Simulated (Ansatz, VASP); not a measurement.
# One calculation of CdH2O2, two programs

```
CELL_PARAMETERS angstrom
3.51553 0.00000 0.00000
-1.75776 3.04453 0.00000
0.00000 0.00000 4.57333
ATOMIC_POSITIONS crystal
Cd 0.00000 0.00000 0.00000
H 0.66667 0.33333 0.55096
H 0.33333 0.66667 0.44904
O 0.66667 0.33333 0.75937
O 0.33333 0.66667 0.24063
```

Change from the starting cell: strain +0.000 along x and y, -0.015 along z, atoms carried along.

Alike in both runs: task single point; functional PBEsol; k mesh 9 × 9 × 6; occupations gaussian, width 0.05 eV; no spin polarisation.

```csv
,VASP,Ansatz
version,VASP 6.6.1,Ansatz 0.2.0
potentials or method,"VASP PAW PBE potentials, release 64 (Cd, H, O), cutoff 520 eV","scalar-relativistic, plane waves, PAW"
valence electrons in the cell,26,34
```

Ansatz gave:

```
gap on the k mesh at the Fermi level (eV)                     : 1.67
least direct gap on the mesh (eV)                             : 2.04
pressure (GPa)                                                : 1.9
traceless stress, the component that is largest in VASP (GPa) : 5.32
rms of the force components (eV/Å)                            : 0.647
```

Question: What did VASP give for the same quantities?

Answer: gap on the k mesh at the Fermi level (eV): 1.66; least direct gap on the mesh (eV): 2.03; pressure (GPa): 2.8; traceless stress, the component that is largest in VASP (GPa): 5.83; rms of the force components (eV/Å): 0.714.

VASP's potentials were made for PBE, not for PBEsol. Atom by atom the forces differ by 0.071 eV/Å (rms over components). With one functional, cell and mesh, what is left measures potentials, basis and numerics. VASP's potentials hold 26 valence electrons a cell and Ansatz's 34, so a difference there can come from the potentials and not from the codes.
